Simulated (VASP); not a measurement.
# SiNi3 (Pm-3m) in VASP: a series of runs

The runs below take SiNi3 through single point, relaxation of cell and atoms, with PBEsol.

Everything below comes from runs of VASP 6.6.1. Logs are shortened: lines on timing, memory, paths and dates and some standing lists are left out, and cuts for length are marked.

## (1) The cell of the first run

The structure is cubic, space group Pm-3m (No. 221). The conventional cell has a = 3.461 Å, b = 3.461 Å, c = 3.461 Å, α = 90.00°, β = 90.00°, γ = 90.00°. Within 3.2 Å of Si (site symmetry m-3m) lie 12 Ni at 2.45 Å. Within 3.2 Å of Ni (site symmetry 4/mmm) lie 4 Si at 2.45 Å and 8 Ni at 2.45 Å.

## (2) Single point, PBEsol

Contents of INCAR:

```
SYSTEM = SiNi3
  ALGO = Normal
  EDIFF = 1E-6
  ENCUT = 520
  GGA = PS
  ISIF = 2
  ISMEAR = 0
  LASPH = .TRUE.
  LCHARG = .FALSE.
  LREAL = .FALSE.
  LWAVE = .FALSE.
  NBANDS = 25
  NELM = 80
  PREC = Accurate
  SIGMA = 0.1
```

Contents of KPOINTS:

```
k-points
0
G
  12 12 12
  0 0 0
```

Contents of POSCAR:

```
SiNi3
1.0
    3.4610444648      0.0000000000      0.0000000000
    0.0000000000      3.4610444648      0.0000000000
    0.0000000000      0.0000000000      3.4610444648
Si Ni
1 3
Direct
    0.0000000000      0.0000000000      0.0000000000
    0.0000000000      0.5000000000      0.5000000000
    0.5000000000      0.0000000000      0.5000000000
    0.5000000000      0.5000000000      0.0000000000
```

Potentials or basis: VASP PAW PBE potentials, release 64 (Si, Ni).

On the command line:

```sh
> cat potpaw_PBE.64/Si/POTCAR potpaw_PBE.64/Ni/POTCAR > POTCAR
> mpirun -np 1 vasp_std > vasp.out
```

OUTCAR:

```text
SYSTEM = SiNi3
   EDIFF = 1E-6
   ENCUT = 520
   GGA = PS
   ISIF = 2
   ISMEAR = 0
   LASPH = .TRUE.
   LREAL = .FALSE.
   NELM = 80
   PREC = Accurate

 ion  position               nearest neighbor table
   1  0.000  0.000  0.000-   2 2.45   3 2.45   4 2.45   2 2.45   3 2.45   2 2.45   4 2.45   2 2.45
                             3 2.45   4 2.45   3 2.45   4 2.45
   2  0.000  0.500  0.500-   1 2.45   3 2.45   4 2.45   1 2.45   4 2.45   1 2.45   3 2.45   1 2.45
                             3 2.45   4 2.45   4 2.45   3 2.45
   3  0.500  0.000  0.500-   1 2.45   2 2.45   4 2.45   1 2.45   4 2.45   2 2.45   4 2.45   4 2.45
                             1 2.45   2 2.45   1 2.45   2 2.45
   4  0.500  0.500  0.000-   1 2.45   2 2.45   3 2.45   2 2.45   3 2.45   1 2.45   3 2.45   3 2.45
                             1 2.45   2 2.45   2 2.45   1 2.45

  LATTYP: Found a simple cubic cell.
 ALAT       =     3.4610444648

  Lattice vectors:

 A1 = (   3.4610444648,   0.0000000000,   0.0000000000)
 A2 = (   0.0000000000,   3.4610444648,   0.0000000000)
 A3 = (   0.0000000000,   0.0000000000,   3.4610444648)

Analysis of symmetry for initial positions (statically):
=====================================================================
 Subroutine PRICEL returns:
 Original cell was already a primitive cell.

 Routine SETGRP: Setting up the symmetry group for a
 simple cubic supercell.

 Subroutine GETGRP returns: Found 48 space group operations
 (whereof 48 operations were pure point group operations)
 out of a pool of 48 trial point group operations.

The static configuration has the point symmetry O_h .

Analysis of symmetry for dynamics (positions and initial velocities):
=====================================================================
 Subroutine PRICEL returns:
 Original cell was already a primitive cell.

 Routine SETGRP: Setting up the symmetry group for a
 simple cubic supercell.

 Subroutine GETGRP returns: Found 48 space group operations
 (whereof 48 operations were pure point group operations)
 out of a pool of 48 trial point group operations.

The dynamic configuration has the point symmetry O_h .

 Subroutine INISYM returns: Found 48 space group operations
 (whereof 48 operations are pure point group operations),
 and found     1 'primitive' translations

----------------------------------------------------------------------------------------

                                     Primitive cell

  volume of cell :      41.4593

  direct lattice vectors                    reciprocal lattice vectors
     3.461044465  0.000000000  0.000000000     0.288930122  0.000000000  0.000000000
     0.000000000  3.461044465  0.000000000     0.000000000  0.288930122  0.000000000
     0.000000000  0.000000000  3.461044465     0.000000000  0.000000000  0.288930122

  length of vectors
     3.461044465  3.461044465  3.461044465     0.288930122  0.288930122  0.288930122

  position of ions in fractional coordinates (direct lattice)
     0.000000000  0.000000000  0.000000000
     0.000000000  0.500000000  0.500000000
     0.500000000  0.000000000  0.500000000
     0.500000000  0.500000000  0.000000000

  ion indices of the primitive-cell ions
   primitive index   ion index
                 1           1
                 2           2
                 3           3
                 4           4

----------------------------------------------------------------------------------------

 KPOINTS: k-points

Automatic generation of k-mesh.
 Grid dimensions read from file:
 generate k-points for:   12   12   12

 Generating k-lattice:

  Cartesian coordinates                     Fractional coordinates (reciprocal lattice)
     0.024077510  0.000000000  0.000000000     0.083333333  0.000000000  0.000000000
     0.000000000  0.024077510  0.000000000     0.000000000  0.083333333  0.000000000
     0.000000000  0.000000000  0.024077510     0.000000000  0.000000000  0.083333333

  Length of vectors
     0.024077510  0.024077510  0.024077510

  Shift w.r.t. Gamma in fractional coordinates (k-lattice)
     0.000000000  0.000000000  0.000000000

 Subroutine IBZKPT returns following result:
 ===========================================

 Found     84 irreducible k-points:

 Following reciprocal coordinates:
            Coordinates               Weight
  0.000000  0.000000  0.000000      1.000000
  0.083333  0.000000  0.000000      6.000000
  0.166667  0.000000  0.000000      6.000000
  0.250000  0.000000  0.000000      6.000000
  0.333333  0.000000  0.000000      6.000000
  0.416667  0.000000  0.000000      6.000000
[... 16 lines left out ...]
  0.333333  0.333333  0.000000     12.000000
  0.416667  0.333333  0.000000     24.000000
 [... further k-points ...]
   k-points           NKPTS =     84   k-points in BZ     NKDIM =     84   number of bands    NBANDS=     25
   number of dos      NEDOS =    301   number of ions     NIONS =      4
   total plane-waves  NPLWV =  21952
   dimension x,y,z NGX =    28 NGY =   28 NGZ =   28
   dimension x,y,z NGXF=    56 NGYF=   56 NGZF=   56
   ions per type =               1   3
   NGX,Y,Z   is equivalent  to a cutoff of  13.45, 13.45, 13.45 a.u.
   NGXF,Y,Z  is equivalent  to a cutoff of  26.90, 26.90, 26.90 a.u.
 SYSTEM =  SiNi3
   PREC   = accura    normal or accurate (medium, high low for compatibility)
   ISTART =      0    job   : 0-new  1-cont  2-samecut
   ICHARG =      2    charge: 1-file 2-atom 10-const
   ISPIN  =      1    spin polarized calculation?
   LNONCOLLINEAR =      F non collinear calculations
   LSORBIT =      F    spin-orbit coupling
   LASPH  =      T    aspherical Exc in radial PAW
   ENCUT  =  520.0 eV  38.22 Ry    6.18 a.u.   6.44  6.44  6.44*2*pi/ulx,y,z
   NELM   =     80;   NELMIN=  2; NELMDL= -5     # of ELM steps
   EDIFF  = 0.1E-05   stopping-criterion for ELM
   LREAL  =      F    real-space projection
   EDIFFG = 0.1E-04   stopping-criterion for IOM
   NSW    =      0    number of steps for IOM
   IBRION =     -1    ionic relax: 0-MD 1-quasi-New 2-CG
   NFREE  =      0    steps in history (QN), initial steepest desc. (CG)
   ISIF   =      2    stress and relaxation
   ISYM   =      2    0-nonsym 1-usesym 2-fastsym
   POTIM  = 0.5000    time-step for ionic-motion
   TEBEG  =    0.0;   TEEND  =   0.0 temperature during run
   PSTRESS=    0.0 pullay stress
   NELECT =      34.0000    total number of electrons
   NUPDOWN=      -1.0000    fix difference up-down
   EMIN   =  10.00;   EMAX   =-10.00  energy-range for DOS
   EFERMI =   0.00;   METHOD = LEGACY
   ISMEAR =     0;   SIGMA  =   0.10  broadening in eV -4-tet -1-fermi 0-gaus
   EFERMI_NEDOS =   21; number of points for ismear=-14 and -15
   IALGO  =     38    algorithm
   IMIX   =      4    mixing-type and parameters
     AMIX     =   0.40;   BMIX     =  1.00
     AMIX_MAG =   1.60;   BMIX_MAG =  1.00
  volume/ion in A,a.u.               =      10.36        69.95
  Fermi-wavevector in a.u.,A,eV,Ry     =   1.532359  2.895739 31.948183  2.348125
  Thomas-Fermi vector in A             =   2.639576
   LORBIT       =      0    0 simple, 1 ext, 2 COOP (PROOUT), +10 PAW based schemes
   GGA     = PS    functional components
   LHFCALC =     F    Hartree Fock is set to
   AEXX    =    0.0000 exact exchange contribution
   IVDW    =     0    specifies the selected vdW correction
   LEPSILON=     F    determine dielectric tensor
   LRPA    =     F    only Hartree local field effects (RPA)
 non-spin polarized calculation
 Gauss-broadening in eV      SIGMA  =   0.10
  energy-cutoff  :      520.00
  volume of cell :       41.46
 maximum number of plane-waves:      1141
 NGX is ok and might be reduce to    28
   NGX = 13   NGY = 13   NGZ = 13

 number of electron      33.9999971 magnetization

 Free energy of the ion-electron system (eV)
  ---------------------------------------------------
  ext. energy  EPLUGINS =         0.00000000
  ---------------------------------------------------
  free energy    TOTEN  =       -26.29727607 eV

  energy without entropy =      -26.28733053  energy(sigma->0) =      -26.29230330

 E-fermi :  11.0964     XC(G=0): -13.4558

 val. band max:       11.0881263477   @ k =   0.0833   0.0833   0.0000
 cond. band min:      11.1235341110   @ k =   0.4167   0.4167   0.3333
 fundamental gap:      0.0354077634
 Fermi energy:        11.0964083303

 k-point     1 :       0.0000    0.0000    0.0000
  band No.  band energies     occupation
      1      -1.1428      2.00000
      2       5.9631      2.00000
      3       6.7911      2.00000
      4       6.7911      2.00000
      5       7.3379      2.00000
      6       7.3379      2.00000
[... 17 lines left out ...]
     24      21.9303      0.00000
     25      21.9303      0.00000

 k-point     2 :       0.0833    0.0000    0.0000
  band No.  band energies     occupation
      1      -1.0586      2.00000
      2       5.9838      2.00000
      3       6.6759      2.00000
      4       6.8518      2.00000
      5       7.3326      2.00000
      6       7.3326      2.00000
[... 17 lines left out ...]
     24      21.6595      0.00000
     25      21.7237      0.00000

 k-point     3 :       0.1667    0.0000    0.0000
  band No.  band energies     occupation
      1      -0.8090      2.00000
      2       5.8893      2.00000
      3       6.4474      2.00000
      4       7.0271      2.00000
      5       7.3124      2.00000
      6       7.3124      2.00000
[... 17 lines left out ...]
     24      20.7588      0.00000
     25      21.3287      0.00000

 k-point     4 :       0.2500    0.0000    0.0000
  band No.  band energies     occupation
      1      -0.4056      2.00000
      2       5.2548      2.00000
      3       6.5197      2.00000
      4       7.2707      2.00000
      5       7.2707      2.00000
      6       7.2954      2.00000
[... 17 lines left out ...]
     24      19.5211      0.00000
     25      21.5837      0.00000

 k-point     5 :       0.3333    0.0000    0.0000
  band No.  band energies     occupation
      1       0.1229      2.00000
      2       4.3569      2.00000
      3       6.7301      2.00000
      4       7.2135      2.00000
      5       7.2135      2.00000
      6       7.6132      2.00000
[... 17 lines left out ...]
     24      19.3522      0.00000
     25      22.7561      0.00000

 k-point     6 :       0.4167    0.0000    0.0000
  band No.  band energies     occupation
      1       0.6915      2.00000
      2       3.5089      2.00000
      3       6.9210      2.00000
      4       7.1634      2.00000
      5       7.1634      2.00000
      6       7.7855      2.00000
[... 17 lines left out ...]
     24      19.0978      0.00000
     25      22.3341      0.00000
[... 393 lines left out ...]
 k-point    21 :       0.4167    0.2500    0.0000
  band No.  band energies     occupation
      1       1.3051      2.00000
      2       4.1073      2.00000
      3       6.0682      2.00000
      4       7.0348      2.00000
      5       7.2552      2.00000
      6       7.9759      2.00000
[... 17 lines left out ...]
     24      21.0419      0.00000
     25      21.3264      0.00000

 k-point    22 :       0.5000    0.2500    0.0000
  band No.  band energies     occupation
      1       1.5773      2.00000
      2       3.7486      2.00000
      3       6.1282      2.00000
      4       7.0219      2.00000
      5       7.2942      2.00000
      6       7.9537      2.00000
[... 17 lines left out ...]
     24      21.0804      0.00000
     25      21.5106      0.00000

 k-point    23 :       0.3333    0.3333    0.0000
  band No.  band energies     occupation
      1       1.2498      2.00000
      2       5.1135      2.00000
      3       5.2277      2.00000
      4       7.0150      2.00000
      5       7.2896      2.00000
      6       7.8477      2.00000
[... 17 lines left out ...]
     24      21.2212      0.00000
     25      21.8427      0.00000

 k-point    24 :       0.4167    0.3333    0.0000
  band No.  band energies     occupation
      1       1.7276      2.00000
      2       4.4898      2.00000
      3       5.4283      2.00000
      4       6.9767      2.00000
      5       7.3693      2.00000
      6       8.0158      2.00000
[... 17 lines left out ...]
     24      21.2162      0.00000
     25      22.1803      0.00000

 [... further k-points ...]

------------------------ aborting loop because EDIFF is reached ----------------------------------------

  FORCE on cell =-STRESS in cart. coord.  units (eV):
  Direction    XX          YY          ZZ          XY          YZ          ZX
  --------------------------------------------------------------------------------------
  -------------------------------------------------------------------------------------
  Total        0.0262951      0.0262951      0.0262951     -0.0000000     -0.0000000     -0.0000000
  in kB        1.0161632      1.0161632      1.0161632     -0.0000000     -0.0000000     -0.0000000
  external PRESSURE =       1.0161632 kB  Pullay stress =       0.0000000 kB

 VOLUME and BASIS-vectors are now :
 -----------------------------------------------------------------------------
  energy-cutoff  :      520.00
  volume of cell :       41.46
      direct lattice vectors                 reciprocal lattice vectors
     3.461044465  0.000000000  0.000000000     0.288930122  0.000000000  0.000000000
     0.000000000  3.461044465  0.000000000     0.000000000  0.288930122  0.000000000
     0.000000000  0.000000000  3.461044465     0.000000000  0.000000000  0.288930122

 POSITION                                       TOTAL-FORCE (eV/Angst)
 -----------------------------------------------------------------------------------
      0.00000      0.00000      0.00000         0.000000      0.000000      0.000000
      0.00000      1.73052      1.73052         0.000000      0.000000      0.000000
      1.73052      0.00000      1.73052         0.000000      0.000000      0.000000
      1.73052      1.73052      0.00000         0.000000      0.000000      0.000000
 -----------------------------------------------------------------------------------
    total drift:                                0.000000      0.000000      0.000000

  FREE ENERGIE OF THE ION-ELECTRON SYSTEM (eV)
  ---------------------------------------------------
  free  energy   TOTEN  =       -26.2972760727 eV

  energy  without entropy=      -26.2873305333  energy(sigma->0) =      -26.29230330
```

Wall time 86 s (1 thread of Intel Xeon 8259CL, shared host); peak memory 0.21 GiB.

What came out:

```
Free energy            : -26.2973 eV
Pressure               : 0.1 GPa
Band gap on the k mesh : zero (bands 17 and 18 overlap by 0.25 eV)
```

Caveat: the PAW data sets were made with another functional, which shifts forces and pressure a little.

## (3) Relaxation of cell and atoms, PBEsol

This run uses another cell than the first one, of 10.78 Å³/atom.

Contents of INCAR:

```
PREC = Accurate
ENCUT = 600
EDIFF = 1E-6
ISMEAR = 0
SIGMA = 0.1
LREAL = F
LASPH = T
NELM = 80
ALGO = Normal
ISIF = 3
LWAVE = F
LCHARG = F
GGA = PS
IBRION = 2
NSW = 70
EDIFFG = -0.005
```

Contents of KPOINTS:

```
Automatic mesh
0
Gamma
  12 12 12
```

Contents of POSCAR:

```
SiNi3
1.0
    3.5062675435      0.0000000000      0.0000000000
    0.0000000000      3.5062675435      0.0000000000
    0.0000000000      0.0000000000      3.5062675435
Si Ni
1 3
Direct
    0.0000000000      0.0000000000      0.0000000000
    0.0000000000      0.5000000000      0.5000000000
    0.5000000000      0.0000000000      0.5000000000
    0.5000000000      0.5000000000      0.0000000000
```

Potentials or basis: VASP PAW PBE potentials, release 64 (Si, Ni).

On the command line:

```sh
> cat potpaw_PBE.64/Si/POTCAR potpaw_PBE.64/Ni/POTCAR > POTCAR
> mpirun -np 1 vasp_std > vasp.out
```

Wall time 2.9 min (1 thread of Intel Xeon 8259CL, shared host); peak memory 0.22 GiB.

It converged, with:

* Free energy: -26.2977 eV
* Relaxed volume: 10.37 Å³/atom
* Relaxed cell: a = 3.462 Å, b = 3.462 Å, c = 3.462 Å, α = 90.00°, β = 90.00°, γ = 90.00°
* Space group after relaxing (to 0.1 Å): Pm-3m (No. 221)
* Energy gained by relaxing: 11.2 meV/atom
* Ionic steps: 3
* Pressure after relaxing: 0.0 GPa
* Band gap on the k mesh: zero (bands 17 and 18 overlap by 0.25 eV)

Step by step:
```
step  energy change (eV)  largest force (eV/Å)  pressure (GPa)  volume (Å³)
   1              0.0000                0.0000           -8.50        43.11
   2              0.0205                0.0000           11.91        39.64
   3             -0.0449                0.0000           -0.03        41.48
```

Final structure:
```
Si Ni
1.0
     3.46173    0.00000    0.00000
     0.00000    3.46173    0.00000
     0.00000    0.00000    3.46173
Si Ni
1 3
Direct
  0.00000 0.00000 0.00000
  0.00000 0.50000 0.50000
  0.50000 0.00000 0.50000
  0.50000 0.50000 0.00000
```

Levels at points of the mesh, in eV from the Fermi level:
| k point | band 15 | band 16 | band 17 | band 18 | band 19 | band 20 |
| --- | --- | --- | --- | --- | --- | --- |
| (0.00, 0.00, 0.00) | -0.64 | -0.30 | 0.03 | 0.03 | 0.03 | 5.20 |
| (0.50, 0.00, 0.00) | -1.21 | -0.57 | 0.04 | 3.77 | 3.77 | 5.34 |
| (0.50, 0.50, 0.00) | -1.17 | -1.07 | -1.01 | 0.70 | 0.70 | 5.86 |
| (0.50, 0.50, 0.50) | -1.31 | -0.51 | -0.21 | -0.21 | -0.21 | 1.40 |

Caveat: the PAW data sets were made with another functional, which shifts forces and pressure a little.
